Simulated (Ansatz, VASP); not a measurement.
One calculation of SnTe, two programs

```
CELL_PARAMETERS angstrom
0.00000 3.18935 3.18935
3.18935 0.00000 3.18935
3.18935 3.18935 0.00000
ATOMIC_POSITIONS crystal
Sn 0.00000 0.00000 0.00000
Te 0.50000 0.50000 0.50000
```

Alike in both runs: task single point; functional PBE; k mesh 8 × 8 × 8; occupations fermi-dirac, width 0.02 eV; no spin polarisation.

```csv
,VASP,Ansatz
version,VASP 6.6.1,Ansatz 0.2.0
potentials or method,"VASP PAW PBE potentials, release 64 (Sn_d, Te)","plane waves, PAW"
plane-wave cutoff (eV),500,420
valence electrons in the cell,20,30
```

```csv
,VASP,Ansatz,Ansatz less VASP
pressure (GPa),0.6,0.6,+0.07
```

The functional is the same, so the differences come from potentials, cutoffs and numerics. VASP's potentials hold 20 valence electrons a cell and Ansatz's 30, so a difference there can come from the potentials and not from the codes.

Neither program's run includes spin-orbit coupling.
